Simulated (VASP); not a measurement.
Write the native input for VASP 6.6.1 that does the following.

```yaml
Task: single point
Functional: LDA
Potentials_or_basis: VASP PAW LDA potentials, release 64 (Ca_sv, P)
Cutoff: 520 eV
k_mesh: 8 × 8 × 8
Occupations: gaussian, width 0.03 eV
Spin: no spin polarisation
Dipole_correction: no
Further_INCAR_settings: ALGO = Normal; EDIFF = 1e-07; NBANDS = 28
```

The structure of Ca3P2 lies in POSCAR:

```
Ca3P2
1.0
    5.3100000000      0.0000000000      0.0000000000
    0.0000000000      5.3100000000      0.0000000000
    0.0000000000      0.0000000000      5.3100000000
Ca P
3 2
Direct
    0.0000000000      0.5000000000      0.5000000000
    0.5000000000      0.0000000000      0.5000000000
    0.5000000000      0.5000000000      0.0000000000
    0.0000000000      0.0000000000      0.0000000000
    0.5000000000      0.5000000000      0.5000000000
```

These files were run (other wordings do the same):

INCAR

```
SYSTEM = Ca3P2
  PREC = Accurate
  ENCUT = 520
  EDIFF = 1E-7
  ISMEAR = 0
  SIGMA = 0.03
  LREAL = .False.
  LASPH = .True.
  NELM = 60
  ALGO = Normal
  ISIF = 2
  LWAVE = .False.
  LCHARG = .True.
  GGA = CA
  LELF = .True.
  LVHAR = .True.
  NBANDS = 28
```

KPOINTS

```
Automatic mesh
0
Gamma
  8 8 8
  0 0 0
```

Potentials or basis: VASP PAW LDA potentials, release 64 (Ca_sv, P).

Launch:

```sh
$ cat potpaw_LDA.64/Ca_sv/POTCAR potpaw_LDA.64/P/POTCAR > POTCAR
$ mpirun -np 1 vasp_std > vasp.out
```

Results of the run:

| Item | Value |
| --- | --- |
| Pressure | -2.8 GPa |
| Band gap on the k mesh | 0.21 eV |

Caveat: semilocal functionals underestimate gaps, and a narrow one can read as zero.

Wall time 120 s on 1 thread of Oxide Virtual Turin-like Processor, with other jobs on the host, peak memory 0.23 GiB.
